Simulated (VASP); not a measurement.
SnSe: single point with PBEsol

SnSe, a slab with vacuum:

```
Sn Se
1.0
     4.19785    0.00000    0.00000
     0.00000    4.19785    0.00000
     0.00000    0.00000   10.76633
Sn Se
2 2
Cartesian
  0.0000 2.0989 6.7588
  2.0989 0.0000 4.0075
  0.0000 2.0989 4.1338
  2.0989 0.0000 6.6325
```

```json
{
 "Program": "VASP 6.6.1",
 "Task": "single point",
 "Functional": "PBEsol",
 "Potentials or basis": "VASP PAW PBE potentials, release 64 (Sn_d, Se)",
 "Cutoff": "520 eV",
 "k mesh": "6 × 6 × 3",
 "Occupations": "fermi-dirac, width 0.05 eV",
 "Spin": "no spin polarisation",
 "Dipole correction": "no",
 "Further INCAR settings": "ALGO = Normal; EDIFF = 1e-06; NBANDS = 28"
}
```

```json
{
 "Largest force": "0.464 eV/Å",
 "Band gap on the k mesh": "1.39 eV"
}
```

Forces in eV/Å, atoms in the order of the input:
```
Sn   0.000  0.000  0.359
Sn   0.000  0.000 -0.359
Se   0.000  0.000 -0.464
Se   0.000  0.000  0.464
```

Levels at points of the mesh, in eV from the valence-band top:
| k point | band 18 | band 19 | band 20 | band 21 | band 22 | band 23 |
| --- | --- | --- | --- | --- | --- | --- |
| (0.00, 0.00, 0.00) | -1.89 | -1.89 | -0.27 | 1.56 | 3.47 | 3.65 |
| (0.50, 0.00, 0.00) | -1.71 | -0.27 | -0.27 | 1.57 | 1.57 | 2.04 |
| (0.50, 0.50, 0.00) | -3.54 | -1.80 | -1.80 | 3.79 | 3.79 | 4.53 |

It took 2.2 min on 1 thread of Intel Xeon 8259CL (shared host), peak memory 0.31 GiB.

Caveat: the PAW data sets were made with another functional, which shifts forces and pressure a little; spin-orbit coupling is left out, which moves the levels of the heavy elements.
